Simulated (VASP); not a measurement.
Input of a VASP 6.6.1 run:

File INCAR:

```
ALGO = Fast ; EDIFF = 1E-6
ENCUT = 520 ; GGA = PE
ISIF = 2 ; ISMEAR = 0
LASPH = True ; LCHARG = False
LREAL = False ; LWAVE = False
NBANDS = 28 ; NELM = 60
PREC = Accurate ; SIGMA = 0.1
```

File KPOINTS:

```
k-points
0
Gamma
  6 6 4
```

File POSCAR:

```
GeMo2
1.0
    3.6053342900      0.0000000000      0.0000000000
   -1.8026671500      3.1223110900      0.0000000000
    0.0000000000      0.0000000000      4.2807228100
Ge Mo
1 2
Direct
    0.0000000000      0.0000000000      0.0000000000
    0.3333333300      0.6666666700      0.5000000000
    0.6666666700      0.3333333300      0.5000000000
```

Potentials or basis: VASP PAW PBE potentials, release 64 (Ge_d, Mo_sv).

Run with:

```console
$ cat potpaw_PBE.64/Ge_d/POTCAR potpaw_PBE.64/Mo_sv/POTCAR > POTCAR
$ mpirun -np 1 vasp_std > vasp.out
```

What does it give for the band gap on the k mesh?

Zero (bands 21 and 22 overlap by 2.17 eV).

What does it give for the pressure?

60.4 GPa.

Stress tensor (GPa, compression positive):
```
86.52  0.00  0.00
 0.00 86.52  0.00
 0.00  0.00  8.17
```

Caveat: the k points lie up to 0.37 Å⁻¹ apart, too coarse for converged energies and pressures of a metal; atoms lie so close that the PAW spheres overlap strongly, which falsifies energies and pressures.
